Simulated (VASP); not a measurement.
Input of a VASP 6.6.1 run:

The input POSCAR:

```
Ti
1.0
    0.0000000000      2.0698140295      2.0698140295
    2.0698140295      0.0000000000      2.0698140295
    2.0698140295      2.0698140295      0.0000000000
Ti
1
Direct
    0.0000000000      0.0000000000      0.0000000000
```

The input INCAR.step1:

```
PREC = Accurate
ENCUT = 520
ISMEAR = 0
SIGMA = 0.05
LREAL = F
LASPH = T
NELM = 60
NBANDS = 12
GGA = PE
ALGO = Normal
EDIFF = 1E-4
LWAVE = T
LCHARG = F
```

INCAR.step2

```
PREC = Accurate
ENCUT = 520
EDIFF = 1E-7
ISMEAR = 0
SIGMA = 0.05
LREAL = F
LASPH = T
NELM = 60
ALGO = Normal
ISIF = 2
LWAVE = F
LCHARG = T
METAGGA = R2SCAN
LMIXTAU = T
LELF = T
LVHAR = T
NBANDS = 12
ISTART = 1
```

The input KPOINTS:

```
Automatic mesh
0
Gamma
  12 12 12
```

Potentials or basis: VASP PAW PBE potentials, release 64 (Ti_sv).

The run is started by

```sh
$ cat potpaw_PBE.64/Ti_sv/POTCAR > POTCAR
$ cp INCAR.step1 INCAR
$ mpirun -np 1 vasp_std > vasp.out
$ cp INCAR.step2 INCAR
$ mpirun -np 1 vasp_std > vasp.out
```

(1) Predict the band gap on the k mesh.

(2) What does it give for the pressure?

## Answers

(1) zero (bands 6 and 7 overlap by 1.40 eV).

(2) -2.0 GPa.

Caveat: the PAW data sets were made with another functional, which shifts forces and pressure a little.
